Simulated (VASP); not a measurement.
A run of VASP 6.6.1 is set up as follows.

INCAR

```
ALGO = Normal
EDIFF = 1E-6
ENCUT = 520
GGA = PE
GGA_COMPAT = False
ISIF = 2
ISMEAR = -1
ISPIN = 2
LASPH = True
LCHARG = False
LMAXMIX = 4
LORBIT = 11
LREAL = False
LWAVE = False
MAGMOM = 0.01 0.11 0.07 0 0 0.08 0.01 0.01 0.01 0.01 0.02 0.01 0.01 0 0.02 0 0 0.02 0 0.01 0 0.01 0.01 0 0.01
NBANDS = 112
NELM = 200
NUPDOWN = 1.0
PREC = Accurate
SIGMA = 0.01
```

File KPOINTS:

```
Automatic mesh
0
Gamma
  1 1 1
  0.25 0.25 0.25
```

File POSCAR:

```
Hf8AlO16
1.0
    0.0000000000      5.0697034800      5.1017273300
    5.2943205200      0.0000000000      5.1017273300
    5.2943205200      5.0697034800      0.0000000000
Hf O Al
8 16 1
Direct
    0.2312199228      0.0175420980      0.0137164931
    0.6812749921      0.5282300639      0.5922432768
    0.3539211343      0.4548817933      0.9650033406
    0.7778946387      0.9954455292      0.4704383308
    0.2298109735      0.0451090505      0.4778609868
    0.7102097593      0.5408259364     -0.0020344165
    0.2471010818      0.5097743351      0.4688802402
    0.7521303391      0.9994424953      0.9512763856
   -0.0081976826      0.3023137541      0.1069387632
    0.5332101280      0.8680295968      0.5132216842
    0.3948675524      0.4414701670      0.6770939581
    0.9216848934      0.9060593973      0.1789323364
    0.1566446167      0.3842227840      0.3189926685
    0.5999574204      0.9139559074      0.8247980961
    0.3520382880      0.6636763249      0.1050523504
    0.8640154966      0.1483745560      0.6013609360
    0.1470647705      0.8582637522      0.4044278387
    0.7040273899      0.3016890407      0.9287391087
    0.4053526917      0.1063345921      0.1172508512
    0.8994673525      0.6022951888      0.6497102338
    0.1853079078      0.1587908428      0.7164617949
    0.6600327708      0.6786755839      0.2205013704
    0.0516315930      0.7180694800      0.9067739664
    0.5609638051      0.2919878951      0.3448921327
    0.9410415582      0.5764695707      0.2043076763
```

Potentials or basis: VASP PAW PBE potentials, release 64 (Hf_pv, O, Al).

The run is started by

```sh
$ cat potpaw_PBE.64/Hf_pv/POTCAR potpaw_PBE.64/O/POTCAR potpaw_PBE.64/Al/POTCAR > POTCAR
$ mpirun -np 1 vasp_std > vasp.out
```

Problem. What does it give for the pressure?

Solution. 8.8 GPa.

Problem. Estimate the largest force.

Solution. 0.531 eV/Å.

Stress tensor (GPa, compression positive):
```
 9.43 -2.21 -6.15
-2.21  8.13  0.57
-6.15  0.57  8.96
```

Caveat: the k points lie up to 0.53 Å⁻¹ apart; the total moment is fixed, so each spin has its own Fermi level and the state may be an excited one.
